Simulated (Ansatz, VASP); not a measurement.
## Si2W in VASP and in Ansatz

Contents of INCAR:

```
  PREC = Accurate
  ENCUT = 520
  EDIFF = 1E-6
  ISMEAR = 0
  SIGMA = 0.03
  LREAL = False
  LASPH = True
  NELM = 60
  ALGO = Normal
  ISIF = 2
  LWAVE = False
  LCHARG = False
  GGA = PE
  NBANDS = 43
```

File KPOINTS:

```
regular mesh
0
Gamma
  9 9 6
```

Contents of POSCAR:

```
Si2W
1.0
    4.6646658316      0.0000000000      0.0000000000
   -2.3323329158      4.0397191103      0.0000000000
    0.0000000000      0.0000000000      6.5044100356
Si W
6 3
Direct
    0.8488551621      0.6977103243      0.5000000000
    0.1511448379      0.8488551621      0.8333333333
    0.6977103243      0.8488551621      0.1666666667
    0.1511448379      0.3022896757      0.5000000000
    0.8488551621      0.1511448379      0.8333333333
    0.3022896757      0.1511448379      0.1666666667
    0.0000000000      0.5000000000      0.1666666667
    0.5000000000      0.5000000000      0.8333333333
    0.5000000000      0.0000000000      0.5000000000
```

Input for Ansatz:

```yaml
crystal:
  lattice:
    - [4.6646658316, 0.0, 0.0]
    - [-2.3323329158, 4.0397191103, 0.0]
    - [0.0, 0.0, 6.5044100356]
  atoms:
    - { symbol: Si, position: [0.8488551621, 0.6977103243, 0.5] }
    - { symbol: Si, position: [0.1511448379, 0.8488551621, 0.8333333333] }
    - { symbol: Si, position: [0.6977103243, 0.8488551621, 0.1666666667] }
    - { symbol: Si, position: [0.1511448379, 0.3022896757, 0.5] }
    - { symbol: Si, position: [0.8488551621, 0.1511448379, 0.8333333333] }
    - { symbol: Si, position: [0.3022896757, 0.1511448379, 0.1666666667] }
    - { symbol: W, position: [0.0, 0.5, 0.1666666667] }
    - { symbol: W, position: [0.5, 0.5, 0.8333333333] }
    - { symbol: W, position: [0.5, 0.0, 0.5] }
basis:
  ecutwfc: 420
kpoints:
  mp_grid: { grid: [9, 9, 6] }
hamiltonian:
  xc: pbe
  pseudopotentials: { kind: paw, azcp: { folder: soft_1 } }
scf:
  occupations: { method: gaussian, width: 0.03 }
output:
  forces: true
  stress: true
  eigenvalues: true
```

Alike in both runs: task single point; functional PBE; k mesh 9 × 9 × 6; occupations gaussian, width 0.03 eV; no spin polarisation.

```csv
,VASP,Ansatz
version,VASP 6.6.1,Ansatz 0.2.0
potentials or method,"VASP PAW PBE potentials, release 64 (Si, W_sv), cutoff 520 eV","scalar-relativistic, plane waves, PAW"
valence electrons in the cell,66,66
```

```tsv
	VASP	Ansatz	Ansatz less VASP
gap on the k mesh at the Fermi level (eV)	none	none	-
pressure (GPa)	1.6	1.6	-0.01
traceless stress, the component that is largest in VASP (GPa)	3.52	3.54	+0.017
rms of the force components (eV/Å)	0.824	0.828	+0.0038
```

Atom by atom the forces differ by 0.004 eV/Å (rms over components). A gap of «none» marks a metal or a gap that the smearing closes.

Spin-orbit coupling is off throughout.
